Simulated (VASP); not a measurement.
Here is a VASP 6.6.1 calculation.

The input INCAR:

```
ALGO = Normal
EDIFF = 1E-6
EDIFFG = -0.01
ENCUT = 600
GGA = PE
IBRION = 2
ISIF = 4
ISMEAR = 0
ISPIN = 2
LASPH = True
LCHARG = False
LDAU = True
LDAUJ = 0 0
LDAUL = 2 -1
LDAUPRINT = 1
LDAUTYPE = 2
LDAUU = 3.9 0
LMAXMIX = 4
LORBIT = 11
LREAL = False
LWAVE = False
MAGMOM = 4.76 0.18
NELM = 150
NSW = 60
PREC = Accurate
SIGMA = 0.05
```

Contents of KPOINTS:

```
k-points
0
Gamma
  12 12 12
```

The input POSCAR:

```
MnO
1.0
    1.6018495939      0.9248282960      2.6195614362
   -1.6018495939      0.9248282960      2.6195614362
    0.0000000000     -1.8496565867      2.6195614381
Mn O
1 1
Direct
    1.0000000000      0.0000000000      0.0000000000
    0.5000000000      0.5000000000      0.5000000000
```

Potentials or basis: VASP PAW PBE potentials, release 64 (Mn_pv, O).

Launch:

```sh
$ cat potpaw_PBE.64/Mn_pv/POTCAR potpaw_PBE.64/O/POTCAR > POTCAR
$ mpirun -np 1 vasp_std > vasp.out
```

Question: Estimate the band gap on the k mesh.

Answer: 0.11 eV (least direct gap 2.26 eV).

Question: What does it give for the site moments?

Answer: Mn +4.63; O +0.14 μB.

Question: What does it give for the net moment?

Answer: 5.00 μB per cell.

Stress tensor (GPa, compression positive):
```
-1.62  0.00  0.00
 0.00 -1.62  0.00
 0.00  0.00 -1.73
```

Caveat: a cell with one magnetic atom can't hold antiferromagnetic order, which such compounds often take. The state reached can hang on the start; a lower one may exist.
